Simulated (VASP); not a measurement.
Ti12HN12: single point with PBE+D3(BJ)

Ti12HN12, a slab with vacuum:

```
Ti N H
1.0
     5.94736    0.00000    0.00000
     0.00000    5.94736    0.00000
     0.00000    0.00000   21.65336
Ti N H
12 12 1
Direct
  0.25000 0.25000 0.18473
  0.25000 0.75000 0.18473
  0.75000 0.25000 0.18473
  0.75000 0.75000 0.18473
  0.00000 0.00000 0.28018
  0.00000 0.50000 0.28018
  0.50000 0.00000 0.28018
  0.50000 0.50000 0.28018
  0.25000 0.25000 0.37159
  0.25000 0.75000 0.37159
  0.75000 0.25000 0.37159
  0.75000 0.75000 0.37159
  0.00000 0.00000 0.18473
  0.00000 0.50000 0.18473
  0.50000 0.00000 0.18473
  0.50000 0.50000 0.18473
  0.25000 0.25000 0.27868
  0.25000 0.75000 0.27868
  0.75000 0.25000 0.27868
  0.75000 0.75000 0.27868
  0.00000 0.00000 0.38116
  0.00000 0.50000 0.38116
  0.50000 0.00000 0.38116
  0.50000 0.50000 0.38116
  0.08333 0.25000 0.49661
```

```yaml
Program: VASP 6.6.1
Task: single point
Functional: PBE
Dispersion: D3(BJ)
Potentials_or_basis: VASP PAW PBE potentials, release 64 (Ti_sv, N, H)
Cutoff: 520 eV
k_mesh: 5 × 5 × 1
Occupations: gaussian, width 0.1 eV
Spin: no spin polarisation
Dipole_correction: yes
Further_INCAR_settings: LREAL = Auto; ALGO = Normal; EDIFF = 1e-07; NBANDS = 120
```

- Largest force: 2.223 eV/Å
- Band gap on the k mesh: zero (an odd number of electrons rules out a gap without spin polarisation)
- Dispersion energy per atom: -0.309 eV

Forces on the atoms (eV/Å):
```
Ti  -0.032  0.000  1.583
Ti  -0.007  0.000  1.805
Ti   0.029  0.000  1.718
Ti   0.011  0.000  1.852
Ti  -0.008 -0.053 -0.016
Ti  -0.008  0.053 -0.016
Ti   0.002  0.023  0.009
Ti   0.002 -0.023  0.009
Ti  -0.511  0.000  2.163
Ti  -0.124  0.000  0.599
Ti   0.324  0.000  0.998
Ti   0.135  0.000  0.482
N    0.000 -0.023 -1.779
N    0.000  0.023 -1.779
N   -0.004  0.014 -1.830
N   -0.004 -0.014 -1.830
N    0.030  0.000 -0.193
N   -0.024  0.000 -0.067
N   -0.016  0.000 -0.078
N    0.027  0.000 -0.076
N   -0.096 -0.221 -0.812
N   -0.096  0.221 -0.812
N    0.057 -0.076 -0.477
N    0.057  0.076 -0.477
H    0.255  0.000 -0.974
```

Levels at points of the mesh, in eV from the Fermi level:
```tsv
k point	band 100	band 101	band 102	band 103	band 104	band 105
(0.00, 0.00, 0.00)	-1.82	-0.81	-0.37	0.04	0.05	0.17
```

Wall time 28 min on 1 thread of AMD EPYC 9R45 (Zen 5), with other jobs on the host, peak memory 1 GiB.
